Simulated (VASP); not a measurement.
# MgH (P6_3/mmc) in VASP: notebook

Runs on MgH. Level: r2SCAN. Tasks: single point.

Program: VASP 6.6.1. These are calculated values, not measurements. Logs are shortened: lines on timing, memory, paths and dates and some standing lists are left out, and cuts for length are marked.

## (1) The cell of the first run

The structure is hexagonal, space group P6_3/mmc (No. 194). Conventional cell: a = 3.049 Å, b = 3.049 Å, c = 15.354 Å, α = 90.00°, β = 90.00°, γ = 120.00°. Within 2.6 Å of Mg (site symmetry -3m) lie 6 H at 1.98 Å. Mg (site symmetry -6m2) has 6 Mg at 3.05 Å and 6 H at 3.42 Å within 4.0 Å. H (site symmetry 3m) has 3 Mg at 1.98 Å and 3 H at 2.52 Å within 2.6 Å.

## (2) Single point, r2SCAN

File POSCAR:

```
MgH
1.0
    3.0494242841      0.0000000000      0.0000000000
   -1.5247121421      2.6408788970      0.0000000000
    0.0000000000      0.0000000000     15.3535156943
Mg H
4 4
Direct
    1.0000000000      0.0000000000      0.0000000000
    0.3333333333      0.6666666667      0.2500000000
    1.0000000000      1.0000000000      0.5000000000
    0.6666666667      0.3333333333      0.7500000000
    0.3333333333      0.6666666667      0.9413115803
    0.6666666667      0.3333333333      0.0586884197
    0.6666666667      0.3333333333      0.4413115803
    0.3333333333      0.6666666667      0.5586884197
```

File INCAR.step1:

```
SYSTEM = MgH
ALGO     = Normal         ! electronic algorithm
EDIFF    = 1E-4           ! SCF threshold, eV
ENCUT    = 520            ! plane-wave cutoff, eV
GGA      = PE             ! functional
ISMEAR   = 0              ! smearing method
LASPH    = .TRUE.         ! aspherical terms in the spheres
LCHARG   = .FALSE.        ! write CHGCAR
LREAL    = .FALSE.        ! projectors in reciprocal space
LWAVE    = .TRUE.         ! write WAVECAR
NBANDS   = 16             ! bands
NELM     = 100            ! most SCF steps
PREC     = Accurate       ! precision mode
SIGMA    = 0.1            ! smearing width, eV
```

File INCAR.step2:

```
SYSTEM = MgH
ALGO     = Normal         ! electronic algorithm
EDIFF    = 1E-6           ! SCF threshold, eV
ENCUT    = 520            ! plane-wave cutoff, eV
ISIF     = 2              ! what is computed and relaxed
ISMEAR   = 0              ! smearing method
ISTART   = 1            
LASPH    = .TRUE.         ! aspherical terms in the spheres
LCHARG   = .TRUE.         ! write CHGCAR
LELF     = .TRUE.         ! ELF
LMIXTAU  = .TRUE.       
LREAL    = .FALSE.        ! projectors in reciprocal space
LVHAR    = .TRUE.       
LWAVE    = .FALSE.        ! write WAVECAR
METAGGA  = R2SCAN         ! meta-GGA
NBANDS   = 16             ! bands
NELM     = 100            ! most SCF steps
PREC     = Accurate       ! precision mode
SIGMA    = 0.1            ! smearing width, eV
```

File KPOINTS:

```
k-points
0
G
  12 12 2
  0 0 0
```

Potentials or basis: VASP PAW PBE potentials, release 64 (Mg, H).

Run with:

```bash
cat potpaw_PBE.64/Mg/POTCAR potpaw_PBE.64/H/POTCAR > POTCAR
cp INCAR.step1 INCAR
mpirun -np 1 vasp_std > vasp.out
cp INCAR.step2 INCAR
mpirun -np 1 vasp_std > vasp.out
```

OUTCAR:

```text
SYSTEM = MgH
   EDIFF = 1E-6
   ENCUT = 520
   ISIF = 2
   ISMEAR = 0
   ISTART = 1
   LASPH = .TRUE.
   LREAL = .FALSE.
   METAGGA = R2SCAN
   NELM = 100
   PREC = Accurate

 ion  position               nearest neighbor table
   1  0.000  0.000  0.000-   5 1.98   6 1.98   6 1.98   5 1.98   6 1.98   5 1.98
   2  0.333  0.667  0.250-
   3  0.000  0.000  0.500-   7 1.98   8 1.98   7 1.98   8 1.98   7 1.98   8 1.98
   4  0.667  0.333  0.750-
   5  0.333  0.667  0.941-   1 1.98   1 1.98   1 1.98
   6  0.667  0.333  0.059-   1 1.98   1 1.98   1 1.98
   7  0.667  0.333  0.441-   3 1.98   3 1.98   3 1.98
   8  0.333  0.667  0.559-   3 1.98   3 1.98   3 1.98

  LATTYP: Found a hexagonal cell.
 ALAT       =     3.0494242841
 C/A-ratio  =     5.0348899543

  Lattice vectors:

 A1 = (   3.0494242841,   0.0000000000,   0.0000000000)
 A2 = (  -1.5247121421,   2.6408788970,   0.0000000000)
 A3 = (   0.0000000000,   0.0000000000,  15.3535156943)

Analysis of symmetry for initial positions (statically):
=====================================================================
 Subroutine PRICEL returns:
 Original cell was already a primitive cell.

 Routine SETGRP: Setting up the symmetry group for a
 hexagonal supercell.

 Subroutine GETGRP returns: Found 24 space group operations
 (whereof 12 operations were pure point group operations)
 out of a pool of 24 trial point group operations.

The static configuration has the point symmetry D_3d.
 The point group associated with its full space group is D_6h.

Analysis of symmetry for dynamics (positions and initial velocities):
=====================================================================
 Subroutine PRICEL returns:
 Original cell was already a primitive cell.

 Routine SETGRP: Setting up the symmetry group for a
 hexagonal supercell.

 Subroutine GETGRP returns: Found 24 space group operations
 (whereof 12 operations were pure point group operations)
 out of a pool of 24 trial point group operations.

The dynamic configuration has the point symmetry D_3d.
 The point group associated with its full space group is D_6h.

 Subroutine INISYM returns: Found 24 space group operations
 (whereof 12 operations are pure point group operations),
 and found     1 'primitive' translations

----------------------------------------------------------------------------------------

                                     Primitive cell

  volume of cell :     123.6443

  direct lattice vectors                    reciprocal lattice vectors
     3.049424284  0.000000000  0.000000000     0.327930752  0.189330908  0.000000000
    -1.524712142  2.640878897  0.000000000     0.000000000  0.378661816  0.000000000
     0.000000000  0.000000000 15.353515694     0.000000000  0.000000000  0.065131662

  length of vectors
     3.049424284  3.049424284 15.353515694     0.378661816  0.378661816  0.065131662

  position of ions in fractional coordinates (direct lattice)
     0.000000000  0.000000000  0.000000000
     0.333333333  0.666666667  0.250000000
     0.000000000  0.000000000  0.500000000
     0.666666667  0.333333333  0.750000000
     0.333333333  0.666666667  0.941311580
     0.666666667  0.333333333  0.058688420
     0.666666667  0.333333333  0.441311580
     0.333333333  0.666666667  0.558688420

  ion indices of the primitive-cell ions
   primitive index   ion index
                 1           1
                 2           2
                 3           3
                 4           4
                 5           5
                 6           6
                 7           7
                 8           8

----------------------------------------------------------------------------------------

 KPOINTS: k-points

Automatic generation of k-mesh.
 Grid dimensions read from file:
 generate k-points for:   12   12    2

 Generating k-lattice:

  Cartesian coordinates                     Fractional coordinates (reciprocal lattice)
     0.027327563  0.015777576  0.000000000     0.083333333  0.000000000  0.000000000
     0.000000000  0.031555151  0.000000000     0.000000000  0.083333333  0.000000000
     0.000000000  0.000000000  0.032565831     0.000000000  0.000000000  0.500000000

  Length of vectors
     0.031555151  0.031555151  0.032565831

  Shift w.r.t. Gamma in fractional coordinates (k-lattice)
     0.000000000  0.000000000  0.000000000

 Subroutine IBZKPT returns following result:
 ===========================================

 Found     38 irreducible k-points:

 Following reciprocal coordinates:
            Coordinates               Weight
  0.000000  0.000000  0.000000      1.000000
  0.083333 -0.000000  0.000000      6.000000
  0.166667 -0.000000  0.000000      6.000000
  0.250000  0.000000  0.000000      6.000000
  0.333333 -0.000000  0.000000      6.000000
  0.416667 -0.000000  0.000000      6.000000
[... 16 lines left out ...]
  0.250000  0.000000  0.500000      6.000000
  0.333333 -0.000000  0.500000      6.000000
 [... further k-points ...]
   k-points           NKPTS =     38   k-points in BZ     NKDIM =     38   number of bands    NBANDS=     16
   number of dos      NEDOS =    301   number of ions     NIONS =      8
   total plane-waves  NPLWV =  69120
   dimension x,y,z NGX =    24 NGY =   24 NGZ =  120
   dimension x,y,z NGXF=    48 NGYF=   48 NGZF=  240
   ions per type =               4   4
   NGX,Y,Z   is equivalent  to a cutoff of  13.08, 13.08, 12.99 a.u.
   NGXF,Y,Z  is equivalent  to a cutoff of  26.17, 26.17, 25.99 a.u.
 SYSTEM =  MgH
   PREC   = accura    normal or accurate (medium, high low for compatibility)
   ISTART =      1    job   : 0-new  1-cont  2-samecut
   ICHARG =      0    charge: 1-file 2-atom 10-const
   ISPIN  =      1    spin polarized calculation?
   LNONCOLLINEAR =      F non collinear calculations
   LSORBIT =      F    spin-orbit coupling
   LASPH  =      T    aspherical Exc in radial PAW
   ENCUT  =  520.0 eV  38.22 Ry    6.18 a.u.   5.67  5.67 28.55*2*pi/ulx,y,z
   NELM   =    100;   NELMIN=  2; NELMDL=  0     # of ELM steps
   EDIFF  = 0.1E-05   stopping-criterion for ELM
   LREAL  =      F    real-space projection
   EDIFFG = 0.1E-04   stopping-criterion for IOM
   NSW    =      0    number of steps for IOM
   IBRION =     -1    ionic relax: 0-MD 1-quasi-New 2-CG
   NFREE  =      0    steps in history (QN), initial steepest desc. (CG)
   ISIF   =      2    stress and relaxation
   ISYM   =      2    0-nonsym 1-usesym 2-fastsym
   POTIM  = 0.5000    time-step for ionic-motion
   TEBEG  =    0.0;   TEEND  =   0.0 temperature during run
   PSTRESS=    0.0 pullay stress
   NELECT =      12.0000    total number of electrons
   NUPDOWN=      -1.0000    fix difference up-down
   EMIN   =  10.00;   EMAX   =-10.00  energy-range for DOS
   EFERMI =   0.00;   METHOD = LEGACY
   ISMEAR =     0;   SIGMA  =   0.10  broadening in eV -4-tet -1-fermi 0-gaus
   EFERMI_NEDOS =   21; number of points for ismear=-14 and -15
   IALGO  =     38    algorithm
   IMIX   =      4    mixing-type and parameters
     AMIX     =   0.40;   BMIX     =  1.00
     AMIX_MAG =   1.60;   BMIX_MAG =  1.00
  volume/ion in A,a.u.               =      15.46       104.30
  Fermi-wavevector in a.u.,A,eV,Ry     =   0.752334  1.421705  7.700979  0.566006
  Thomas-Fermi vector in A             =   1.849521
   LORBIT       =      0    0 simple, 1 ext, 2 COOP (PROOUT), +10 PAW based schemes
   METAGGA = R2SCAN    functional components
   LHFCALC =     F    Hartree Fock is set to
   AEXX    =    0.0000 exact exchange contribution
   IVDW    =     0    specifies the selected vdW correction
   LEPSILON=     F    determine dielectric tensor
   LRPA    =     F    only Hartree local field effects (RPA)
 non-spin polarized calculation
 Gauss-broadening in eV      SIGMA  =   0.10
  energy-cutoff  :      520.00
  volume of cell :      123.64
 maximum number of plane-waves:      3369
 NGX is ok and might be reduce to    24
   NGX = 11   NGY = 11   NGZ = 57

 number of electron      12.0000002 magnetization

 Free energy of the ion-electron system (eV)
  ---------------------------------------------------
  ext. energy  EPLUGINS =         0.00000000
  ---------------------------------------------------
  free energy    TOTEN  =       -30.35775982 eV

  energy without entropy =      -30.35063983  energy(sigma->0) =      -30.35419983

 E-fermi :   2.1734     XC(G=0):  -8.1763

 val. band max:        2.1458083029   @ k =   0.3333   0.2500   0.0000
 cond. band min:       2.2483571146   @ k =   0.5000   0.0000   0.5000
 fundamental gap:      0.1025488116
 Fermi energy:         2.1733515726

 k-point     1 :       0.0000    0.0000    0.0000
  band No.  band energies     occupation
      1      -7.6144      2.00000
      2      -7.5771      2.00000
      3      -4.3268      2.00000
      4      -3.5334      2.00000
      5      -3.1483      2.00000
      6      -1.8519      2.00000
[... 8 lines left out ...]
     15      13.7610      0.00000
     16      13.7823      0.00000

 k-point     2 :       0.0833   -0.0000    0.0000
  band No.  band energies     occupation
      1      -7.4766      2.00000
      2      -7.4399      2.00000
      3      -4.1922      2.00000
      4      -3.4279      2.00000
      5      -2.9919      2.00000
      6      -1.7393      2.00000
[... 8 lines left out ...]
     15      12.7705      0.00000
     16      13.1840      0.00000

 k-point     3 :       0.1667   -0.0000    0.0000
  band No.  band energies     occupation
      1      -7.0691      2.00000
      2      -7.0342      2.00000
      3      -3.8008      2.00000
      4      -3.1283      2.00000
      5      -2.5256      2.00000
      6      -1.4138      2.00000
[... 8 lines left out ...]
     15      11.2451      0.00000
     16      11.5856      0.00000

 k-point     4 :       0.2500    0.0000    0.0000
  band No.  band energies     occupation
      1      -6.4111      2.00000
      2      -6.3792      2.00000
      3      -3.2057      2.00000
      4      -2.6989      2.00000
      5      -1.7583      2.00000
      6      -0.9150      2.00000
[... 8 lines left out ...]
     15       9.7332      0.00000
     16      11.3247      0.00000
[... 324 lines left out ...]
 k-point    22 :       0.1667   -0.0000    0.5000
  band No.  band energies     occupation
      1      -7.0519      2.00000
      2      -7.0519      2.00000
      3      -3.5638      2.00000
      4      -3.5638      2.00000
      5      -1.8956      2.00000
      6      -1.8956      2.00000
[... 8 lines left out ...]
     15      11.7790      0.00000
     16      11.7790      0.00000

 k-point    23 :       0.2500    0.0000    0.5000
  band No.  band energies     occupation
      1      -6.3954      2.00000
      2      -6.3954      2.00000
      3      -3.0053      2.00000
      4      -3.0053      2.00000
      5      -1.2981      2.00000
      6      -1.2981      2.00000
[... 8 lines left out ...]
     15       9.9219      0.00000
     16       9.9219      0.00000

 k-point    24 :       0.3333   -0.0000    0.5000
  band No.  band energies     occupation
      1      -5.5327      2.00000
      2      -5.5327      2.00000
      3      -2.4612      2.00000
      4      -2.4612      2.00000
      5      -0.4934      2.00000
      6      -0.4934      2.00000
[... 8 lines left out ...]
     15       9.9767      0.00000
     16       9.9767      0.00000

 [... further k-points ...]

------------------------ aborting loop because EDIFF is reached ----------------------------------------

  FORCE on cell =-STRESS in cart. coord.  units (eV):
  Direction    XX          YY          ZZ          XY          YZ          ZX
  --------------------------------------------------------------------------------------
  -------------------------------------------------------------------------------------
  Total       -0.1891336     -0.1891336     -0.0723269      0.0000000      0.0000000      0.0000000
  in kB       -2.4507839     -2.4507839     -0.9372091      0.0000000      0.0000000      0.0000000
  external PRESSURE =      -1.9462590 kB  Pullay stress =       0.0000000 kB

 VOLUME and BASIS-vectors are now :
 -----------------------------------------------------------------------------
  energy-cutoff  :      520.00
  volume of cell :      123.64
      direct lattice vectors                 reciprocal lattice vectors
     3.049424284  0.000000000  0.000000000     0.327930752  0.189330908  0.000000000
    -1.524712142  2.640878897  0.000000000     0.000000000  0.378661816  0.000000000
     0.000000000  0.000000000 15.353515694     0.000000000  0.000000000  0.065131662

 POSITION                                       TOTAL-FORCE (eV/Angst)
 -----------------------------------------------------------------------------------
      0.00000      0.00000      0.00000        -0.000000      0.000000      0.000000
     -0.00000      1.76059      3.83838         0.000000      0.000000     -0.000000
      0.00000      0.00000      7.67676        -0.000000      0.000000      0.000000
      1.52471      0.88029     11.51514        -0.000000     -0.000000      0.000000
     -0.00000      1.76059     14.45244        -0.000000      0.000000      0.004068
      1.52471      0.88029      0.90107        -0.000000      0.000000     -0.004068
      1.52471      0.88029      6.77568        -0.000000      0.000000      0.004068
     -0.00000      1.76059      8.57783        -0.000000      0.000000     -0.004068
 -----------------------------------------------------------------------------------
    total drift:                                0.000000     -0.000000      0.000000

  FREE ENERGIE OF THE ION-ELECTRON SYSTEM (eV)
  ---------------------------------------------------
  free  energy   TOTEN  =       -30.3577598184 eV

  energy  without entropy=      -30.3506398343  energy(sigma->0) =      -30.35419983
```

Wall time 3.2 min (1 thread of Intel Xeon Platinum 8488C (Sapphire Rapids), shared host); peak memory 0.3 GiB.

Results:

```
Free energy            : -30.3578 eV
Pressure               : -0.2 GPa
Largest force          : 0.004 eV/Å
Band gap on the k mesh : zero (bands 6 and 7 overlap by 1.45 eV)
```

Forces on the atoms (eV/Å):
```
Mg   0.000  0.000  0.000
Mg   0.000  0.000  0.000
Mg   0.000  0.000  0.000
Mg   0.000  0.000  0.000
H    0.000  0.000  0.004
H    0.000  0.000 -0.004
H    0.000  0.000  0.004
H    0.000  0.000 -0.004
```

Caveat: the PAW data sets were made with another functional, which shifts forces and pressure a little.

## (3) Single point, r2SCAN

This run uses another cell than the first one, of 12.88 Å³/atom.

File POSCAR:

```
MgH
1.0
    3.0646978067      0.0000000000      0.0000000000
   -1.5323489034      2.6541061555      0.0000000000
    0.0000000000      0.0000000000     12.6686080176
Mg H
4 4
Direct
    1.0000000000      0.0000000000      0.0000000000
    0.3333333333      0.6666666667      0.2500000000
    1.0000000000      1.0000000000      0.5000000000
    0.6666666667      0.3333333333      0.7500000000
    0.0000000000      0.0000000000      0.8353752879
    0.0000000000      0.0000000000      0.1646247121
    0.0000000000      0.0000000000      0.3353752879
    0.0000000000      0.0000000000      0.6646247121
```

File INCAR.step1:

```
SYSTEM = MgH
PREC = Accurate ; ENCUT = 520
ISMEAR = 0 ; SIGMA = 0.1
LREAL = .False. ; LASPH = .True.
NELM = 80 ; NBANDS = 16
GGA = PE ; ALGO = Normal
EDIFF = 1E-4 ; LWAVE = .True.
LCHARG = .False.
```

File INCAR.step2:

```
SYSTEM = MgH
PREC = Accurate ; ENCUT = 520
EDIFF = 1E-6 ; ISMEAR = 0
SIGMA = 0.1 ; LREAL = .False.
LASPH = .True. ; NELM = 80
ALGO = Normal ; ISIF = 2
LWAVE = .False. ; LCHARG = .False.
METAGGA = R2SCAN ; LMIXTAU = .True.
NBANDS = 16 ; ISTART = 1
```

File KPOINTS:

```
regular mesh
0
Gamma
  12 12 4
  0 0 0
```

Potentials or basis: VASP PAW PBE potentials, release 64 (Mg, H).

Run with:

```bash
cat potpaw_PBE.64/Mg/POTCAR potpaw_PBE.64/H/POTCAR > POTCAR
cp INCAR.step1 INCAR
mpirun -np 1 vasp_std > vasp.out
cp INCAR.step2 INCAR
mpirun -np 1 vasp_std > vasp.out
```

It took 3.4 min on 1 thread of Intel Xeon Platinum 8488C (Sapphire Rapids), shared host; peak memory 0.28 GiB.

The run converged. Its results:

- Free energy: -29.7107 eV
- Pressure: -0.3 GPa
- Largest force: 0.005 eV/Å
- Band gap on the k mesh: zero (bands 6 and 7 overlap by 0.81 eV)

Forces on the atoms (eV/Å):
```
Mg   0.000  0.000  0.000
Mg   0.000  0.000  0.000
Mg   0.000  0.000  0.000
Mg   0.000  0.000  0.000
H    0.000  0.000 -0.005
H    0.000  0.000  0.005
H    0.000  0.000 -0.005
H    0.000  0.000  0.005
```

Stress tensor (GPa, compression positive):
```
-0.40  0.00  0.00
 0.00 -0.40  0.00
 0.00  0.00 -0.25
```

Levels at points of the mesh, in eV from the Fermi level:
| k point | band 4 | band 5 | band 6 | band 7 | band 8 | band 9 |
| --- | --- | --- | --- | --- | --- | --- |
| (0.00, 0.00, 0.00) | -5.99 | -3.89 | -1.56 | 1.39 | 5.84 | 5.86 |
| (0.50, 0.00, 0.00) | -3.29 | -1.59 | -0.72 | -0.62 | 1.68 | 1.91 |
| (0.00, 0.00, 0.50) | -6.67 | -2.80 | -2.80 | 3.08 | 3.08 | 7.95 |
| (0.50, 0.00, 0.50) | -3.51 | -1.36 | -1.36 | 0.46 | 0.46 | 2.49 |

Caveat: the PAW data sets were made with another functional, which shifts forces and pressure a little.

The gap in the log of VASP goes by the Fermi energy; the results here count the filled bands.